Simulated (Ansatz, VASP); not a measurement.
**One calculation of TaF3, two programs**

```
Ta F
1.0
     3.90120    0.00000    0.00000
     0.00000    3.90120    0.00000
     0.00000    0.00000    3.90120
Ta F
1 3
Direct
  0.00000 0.00000 0.00000
  0.00000 0.00000 0.50000
  0.00000 0.50000 0.00000
  0.50000 0.00000 0.00000
```

Alike in both runs: task relaxation of cell and atoms; functional PBE; k mesh 7 × 7 × 7; occupations fermi-dirac, width 0.05 eV; no spin polarisation; Hubbard terms Ta d U = 6.0 eV.

|  | VASP | Ansatz |
| --- | --- | --- |
| version | VASP 6.6.1 | Ansatz 0.2.0 |
| potentials or method | VASP PAW PBE potentials, release 64 (Ta_sv_GW, F) | Ansatz PAW |
| plane-wave cutoff (eV) | 600 | 420 |
| valence electrons in the cell | 34 | 34 |

```tsv
	VASP	Ansatz	Ansatz less VASP
gap on the k mesh at the Fermi level, each at its own relaxed structure (eV)	none	none	-
relaxed volume (Å³/atom)	18.36	18.03	-0.330
relaxed cell length with the largest relative difference (Å)	4.188	4.163	-0.0253
```

The programs project onto different local orbitals, so the same U acts differently, and such runs can settle in different states. A gap of «none» marks a metal or a gap that the smearing closes.

Spin-orbit coupling is off throughout. Noted on VASP's run: the volume moved by over 15 % at a fixed basis, so the end points are rough. Noted on Ansatz's run: the volume moved by over 15 % at a fixed basis, so the end points are rough; the plane-wave basis is chosen anew once the cell has moved, so the energies of steps on either side of that aren't comparable.
